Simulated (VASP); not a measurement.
Write the native input for VASP 6.6.1 that does the following.

- Task: electric field gradients
- Functional: PBE
- Potentials or basis: VASP PAW PBE potentials, release 64 (Zr_sv)
- Cutoff: 400 eV
- k mesh: 14 × 14 × 14
- Occupations: fermi-dirac, width 0.08 eV
- Spin: no spin polarisation
- Dipole correction: no
- Further INCAR settings: ALGO = Normal; EDIFF = 1e-08; NBANDS = 12

The structure of Zr lies in POSCAR:

```
Zr
1.0
   -1.8396774058      1.8396774058      1.8396774058
    1.8396774058     -1.8396774058      1.8396774058
    1.8396774058      1.8396774058     -1.8396774058
Zr
1
Direct
    0.0000000000      0.0000000000      0.0000000000
```

This isn't the form of Zr at room conditions, which is hcp.

One way to write it, as run:

INCAR

```
ALGO = Normal
EDIFF = 1E-8
ENCUT = 400
GGA = PE
GGA_COMPAT = F
ISIF = 2
ISMEAR = -1
LASPH = T
LCHARG = F
LEFG = T
LREAL = F
LWAVE = F
NBANDS = 12
NELM = 120
PREC = Accurate
SIGMA = 0.08
```

KPOINTS

```
k-points
0
Gamma
  14 14 14
```

Potentials or basis: VASP PAW PBE potentials, release 64 (Zr_sv).

Run with:

```sh
$ cat potpaw_PBE.64/Zr_sv/POTCAR > POTCAR
$ mpirun -np 1 vasp_std > vasp.out
```

Results of the run:

```json
{"Pressure": "-6.7 GPa", "Band gap on the k mesh": "zero (bands 6 and 7 overlap by 1.68 eV)", "Largest electric field gradient by atom": "zero within the noise of the run"}
```

Caveat: the cell stands under tension.

Run time: 34 s on 1 thread of Intel Xeon 8259CL, on a shared host, peak memory 0.15 GiB.
